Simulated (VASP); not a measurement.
# Sr (Fm-3m) in VASP: a series of runs, part 2 of 2

VASP 6.6.1. The steps go on from the part before.

### Step 3. Single point, r2SCAN

The input, POSCAR:

```
Sr
1.0
    0.0000000000      3.0521104090      3.0521104090
    3.0521104090      0.0000000000      3.0521104090
    3.0521104090      3.0521104090      0.0000000000
Sr
1
Direct
    0.0000000000      0.0000000000      0.0000000000
```

The input, INCAR.step1:

```
PREC = Accurate ; ENCUT = 520
ISMEAR = 1 ; SIGMA = 0.6
LREAL = F ; LASPH = T
NELM = 100 ; NBANDS = 11
GGA = PE ; ALGO = Normal
EDIFF = 1E-4 ; LWAVE = T
LCHARG = F
```

The input, INCAR.step2:

```
PREC = Accurate ; ENCUT = 520
EDIFF = 1E-6 ; ISMEAR = 1
SIGMA = 0.6 ; LREAL = F
LASPH = T ; NELM = 100
ALGO = Normal ; ISIF = 2
LWAVE = F ; LCHARG = T
METAGGA = R2SCAN ; LMIXTAU = T
LELF = T ; LVHAR = T
NBANDS = 11 ; ISTART = 1
```

The input, KPOINTS:

```
Automatic mesh
0
Gamma
  9 9 9
```

Potentials or basis: VASP PAW PBE potentials, release 64 (Sr_sv).

Launch:

```
$ cat potpaw_PBE.64/Sr_sv/POTCAR > POTCAR
$ cp INCAR.step1 INCAR
$ mpirun -np 1 vasp_std > vasp.out
$ cp INCAR.step2 INCAR
$ mpirun -np 1 vasp_std > vasp.out
```

OUTCAR:

```text
PREC = Accurate
   ENCUT = 520
   EDIFF = 1E-6
   ISMEAR = 1
   LREAL = F
   LASPH = T
   NELM = 100
   ISIF = 2
   METAGGA = R2SCAN
   ISTART = 1

 ion  position               nearest neighbor table
   1  0.000  0.000  0.000-

  LATTYP: Found a face centered cubic cell.
 ALAT       =     6.1042208180

  Lattice vectors:

 A1 = (   0.0000000000,   3.0521104090,   3.0521104090)
 A2 = (   3.0521104090,   0.0000000000,   3.0521104090)
 A3 = (   3.0521104090,   3.0521104090,   0.0000000000)

Analysis of symmetry for initial positions (statically):
=====================================================================
 Subroutine PRICEL returns:
 Original cell was already a primitive cell.

 Routine SETGRP: Setting up the symmetry group for a
 face centered cubic supercell.

 Subroutine GETGRP returns: Found 48 space group operations
 (whereof 48 operations were pure point group operations)
 out of a pool of 48 trial point group operations.

The static configuration has the point symmetry O_h .

Analysis of symmetry for dynamics (positions and initial velocities):
[... 155 lines left out ...]
  energy without entropy =      -15.11016768  energy(sigma->0) =      -15.10150248

 E-fermi :   1.4874     XC(G=0):  -7.6878

 val. band max:        1.4767163850   @ k =  -0.4444   0.2222   0.0000
 cond. band min:       1.6064110814   @ k =   0.4444   0.0000   0.0000
 fundamental gap:      0.1296946964
 Fermi energy:         1.4874440940

 k-point     1 :       0.0000    0.0000    0.0000
  band No.  band energies     occupation
      1     -36.6045      2.00000
      2     -17.8671      2.00000
      3     -17.8671      2.00000
      4     -17.8671      2.00000
      5      -2.2935      2.00000
      6       4.1521     -0.00000
      7       4.1521     -0.00000
      8       4.1521     -0.00000
      9       5.6482     -0.00000
     10       5.6482     -0.00000
     11       8.9117     -0.00000
[... 309 lines left out ...]
 k-point    24 :       0.4444    0.4444    0.0000
  band No.  band energies     occupation
      1     -36.5878      2.00000
      2     -18.0331      2.00000
      3     -17.9309      2.00000
      4     -17.9309      2.00000
      5       0.7629      2.07082
      6       2.0488     -0.03419
      7       2.5442     -0.03192
      8       6.3845     -0.00000
      9       6.3845     -0.00000
     10       6.6530     -0.00000
     11       7.7258     -0.00000

 [... further k-points ...]
[... 5 lines left out ...]
  --------------------------------------------------------------------------------------
  -------------------------------------------------------------------------------------
  Total        0.0078862      0.0078862      0.0078862     -0.0000000      0.0000000     -0.0000000
  in kB        0.2222009      0.2222009      0.2222009     -0.0000000      0.0000000     -0.0000000
  external PRESSURE =       0.2222009 kB  Pullay stress =       0.0000000 kB

 VOLUME and BASIS-vectors are now :
 -----------------------------------------------------------------------------
  energy-cutoff  :      520.00
  volume of cell :       56.86
      direct lattice vectors                 reciprocal lattice vectors
     0.000000000  3.052110409  3.052110409    -0.163821072  0.163821072  0.163821072
     3.052110409  0.000000000  3.052110409     0.163821072 -0.163821072  0.163821072
     3.052110409  3.052110409  0.000000000     0.163821072  0.163821072 -0.163821072

 POSITION                                       TOTAL-FORCE (eV/Angst)
 -----------------------------------------------------------------------------------
      0.00000      0.00000      0.00000         0.000000      0.000000      0.000000
 -----------------------------------------------------------------------------------
    total drift:                                0.000000      0.000000      0.000000

  FREE ENERGIE OF THE ION-ELECTRON SYSTEM (eV)
  ---------------------------------------------------
  free  energy   TOTEN  =       -15.0971698841 eV

  energy  without entropy=      -15.1101676836  energy(sigma->0) =      -15.10150248
```

OSZICAR.step1:

```text
N       E                     dE             d eps       ncg     rms          rms(c)
DAV:   1     0.372398271233E+02    0.37240E+02   -0.47603E+03   770   0.786E+02
DAV:   2     0.289899199668E+00   -0.36950E+02   -0.36388E+02   896   0.155E+02
DAV:   3    -0.154951918855E+01   -0.18394E+01   -0.18178E+01  1159   0.248E+01
DAV:   4    -0.162374932741E+01   -0.74230E-01   -0.74143E-01   995   0.472E+00
DAV:   5    -0.162688560802E+01   -0.31363E-02   -0.31363E-02  1130   0.679E-01    0.112E+01
DAV:   6    -0.162875174779E+01   -0.18661E-02   -0.67801E-03   905   0.936E-01    0.634E+00
DAV:   7    -0.162987280677E+01   -0.11211E-02   -0.11891E-02   809   0.123E+00    0.286E-01
DAV:   8    -0.162986940003E+01    0.34067E-05   -0.13893E-03  1179   0.222E-01    0.630E-02
DAV:   9    -0.162989027106E+01   -0.20871E-04   -0.17132E-05   511   0.347E-02
   1 F= -.16298903E+01 E0= -.16342422E+01  d E =0.130558E-01
```

Wall time 50 s (1 thread of AMD EPYC 9R45 (Zen 5), shared host); peak memory 0.16 GiB.

Results:

```
Free energy            : -15.0972 eV
Pressure               : 0.0 GPa
Band gap on the k mesh : zero (band 5 reaches 1.46 eV, above the bottom of band 6 at 1.45 eV)
```

Caveat: the PAW data sets were made with another functional, which shifts forces and pressure a little.

### Step 4. Single point, r2SCAN

POSCAR is that of step 3.

The input, INCAR.step1:

```
SYSTEM = Sr
PREC = Accurate
ENCUT = 520
ISMEAR = 1
SIGMA = 1.0
LREAL = .False.
LASPH = .True.
NELM = 80
NBANDS = 11
GGA = PE
ALGO = Normal
EDIFF = 1E-4
LWAVE = .True.
LCHARG = .False.
```

The input, INCAR.step2:

```
SYSTEM = Sr
PREC = Accurate
ENCUT = 520
EDIFF = 1E-6
ISMEAR = 1
SIGMA = 1.0
LREAL = .False.
LASPH = .True.
NELM = 80
ALGO = Normal
ISIF = 2
LWAVE = .False.
LCHARG = .False.
METAGGA = R2SCAN
LMIXTAU = .True.
NBANDS = 11
ISTART = 1
```

The input, KPOINTS:

```
regular mesh
0
Gamma
  9 9 9
  0 0 0
```

Launch:

```
$ cat potpaw_PBE.64/Sr_sv/POTCAR > POTCAR
$ cp INCAR.step1 INCAR
$ mpirun -np 1 vasp_std > vasp.out
$ cp INCAR.step2 INCAR
$ mpirun -np 1 vasp_std > vasp.out
```

It took 56 s on 1 thread of AMD EPYC 9R45 (Zen 5), shared host; peak memory 0.16 GiB.

The run converged. Its results:

```yaml
Free_energy: -15.0923 eV
Pressure: 0.0 GPa
Band_gap_on_the_k_mesh: zero (band 5 reaches 1.46 eV, above the bottom of band 6 at 1.45 eV)
```

Levels at points of the mesh, in eV from the Fermi level:
```tsv
k point	band 3	band 4	band 5	band 6	band 7	band 8
(0.00, 0.00, 0.00)	-19.31	-19.31	-3.75	2.70	2.70	2.70
```

Caveat: the PAW data sets were made with another functional, which shifts forces and pressure a little.

### Step 5. Overview

| smearing | gap on the mesh (eV) | pressure (GPa) |
| --- | --- | --- |
| methfessel-paxton 0.3 eV | none | 0.0 |
| methfessel-paxton 0.6 eV | none | 0.0 |
| methfessel-paxton 1 eV | none | 0.0 |

Alike in all rows: task single point; level r2SCAN; potentials or basis VASP PAW PBE potentials, release 64 (Sr_sv); no spin polarisation; cell as given; k mesh 9 × 9 × 9; cutoff (eV) 520.

Every run on the cell as given and a fine mesh finds a metal.

Caveats: the PAW data sets were made with another functional, which shifts forces and pressure a little.

Total energies depend on the potentials used, so only differences within one code and one set of settings carry meaning.
